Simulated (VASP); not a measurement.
Runs of VASP 6.6.1 on TiTc. The structure is that of space group Pm-3m (No. 221), or close to it. The cells are those of the table. 

```csv
cell,gap on the mesh (eV),pressure (GPa)
"a = 3.089 Å, 2 atoms",none,-9.8
"a = 3.151 Å, 2 atoms",none,(b)
"a = 3.057 Å, 2 atoms",none,-3.6
"a = 3.181 Å, 2 atoms",none,(a)
"a = 3.120 Å, 2 atoms",none,-15.1
```

Alike in all rows: task single point; level LDA; potentials or basis VASP PAW LDA potentials, release 64 (Ti_sv, Tc_pv); no spin polarisation; k mesh 7 × 7 × 7; cutoff (eV) 500; smearing gaussian 0.1 eV.

Problem. Fill in the values left out.

Solution. (a) -23.6; (b) -19.7.

A k mesh can miss the band edges, and the runs leave out spin-orbit coupling on Tc.

A gap of «none» marks levels without a gap at the run's occupations.
